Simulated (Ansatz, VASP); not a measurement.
Hf: VASP beside Ansatz

Contents of INCAR:

```
SYSTEM = Hf
  PREC = Accurate
  ENCUT = 520
  EDIFF = 1E-6
  ISMEAR = 0
  SIGMA = 0.15
  LREAL = .FALSE.
  LASPH = .TRUE.
  NELM = 80
  ALGO = Fast
  ISIF = 2
  LWAVE = .FALSE.
  LCHARG = .FALSE.
  GGA = PS
  NBANDS = 17
```

KPOINTS

```
regular mesh
0
G
  18 18 10
  0 0 0
```

Contents of POSCAR:

```
Hf
1.0
    2.6862285941      0.0000000000      0.0000000000
   -1.3431142970      3.1474041568      0.0000000000
    0.0000000000      0.0000000000      4.9962244915
Hf
2
Direct
    0.3333333333      0.6666666667      0.2500000000
    0.6666666667      0.3333333333      0.7500000000
```

Input for Ansatz:

```yaml
crystal:
  lattice:
    - [2.6862285941, 0.0, 0.0]
    - [-1.343114297, 3.1474041568, 0.0]
    - [0.0, 0.0, 4.9962244915]
  atoms:
    - { symbol: Hf, position: [0.3333333333, 0.6666666667, 0.25] }
    - { symbol: Hf, position: [0.6666666667, 0.3333333333, 0.75] }
basis:
  ecutwfc: 420
kpoints:
  mp_grid: { grid: [18, 18, 10] }
hamiltonian:
  xc: pbesol
  pseudopotentials: { kind: paw }
scf:
  occupations: { method: gaussian, width: 0.15 }
output:
  forces: true
  stress: true
  eigenvalues: true
```

Change from the starting cell: strain +e along x and -e along y -0.1500, strain +e along z and -e/2 along x and y +0.0000.

Alike in both runs: task single point; functional PBEsol; k mesh 18 × 18 × 10; occupations gaussian, width 0.15 eV; no spin polarisation.

|  | VASP | Ansatz |
| --- | --- | --- |
| version | VASP 6.6.1 | Ansatz 0.2.0 |
| potentials or method | VASP PAW PBE potentials, release 64 (Hf_pv), cutoff 520 eV | scalar-relativistic, plane waves, PAW |
| valence electrons in the cell | 20 | 52 |

```tsv
	VASP	Ansatz	Ansatz less VASP
gap on the k mesh at the Fermi level (eV)	none	none	-
pressure (GPa)	3.6	3.9	+0.28
traceless stress, the component that is largest in VASP (GPa)	15.05	15.01	-0.039
rms of the force components (eV/Å)	0.280	0.283	+0.0030
```

VASP's potentials were made for PBE, not for PBEsol. Atom by atom the forces differ by 0.003 eV/Å (rms over components). A gap of «none» marks a metal or a gap that the smearing closes. The functional is the same, so the differences come from potentials, cutoffs and numerics. VASP's potentials hold 20 valence electrons a cell and Ansatz's 52, so a difference there can come from the potentials and not from the codes.

Spin-orbit coupling is off throughout.
